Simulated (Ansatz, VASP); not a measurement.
## Al2Cu: VASP beside Ansatz

```
CELL_PARAMETERS angstrom
-2.02507 2.02507 2.86389
2.02507 -2.02507 2.86389
2.02507 2.02507 -2.86389
ATOMIC_POSITIONS crystal
Al 0.75000 0.25000 0.50000
Al 0.25000 0.75000 0.50000
Cu 0.50000 0.50000 0.00000
```

Alike in both runs: functional PBEsol; k mesh 14 × 14 × 14; occupations fermi-dirac, width 0.15 eV; no spin polarisation.

Ansatz relaxed the structure, and its values are those at the end. VASP's run is a single point on that final structure, the one shown.

|  | VASP | Ansatz |
| --- | --- | --- |
| version | VASP 6.6.1 | Ansatz 0.2.0 |
| potentials or method | VASP PAW PBE potentials, release 64 (Al, Cu), cutoff 520 eV | scalar-relativistic, plane waves, PAW |
| valence electrons in the cell | 17 | 25 |

Ansatz gave:

* gap on the k mesh at the Fermi level (eV): none
* pressure (GPa): 0.0

Problem. What did VASP give for the same quantities?

Solution. gap on the k mesh at the Fermi level (eV): none; pressure (GPa): 0.2.

VASP's potentials were made for PBE, not for PBEsol. A gap of «none» marks a metal or a gap that the smearing closes. With one functional, cell and mesh, what is left measures potentials, basis and numerics. VASP's potentials hold 17 valence electrons a cell and Ansatz's 25, so a difference there can come from the potentials and not from the codes.
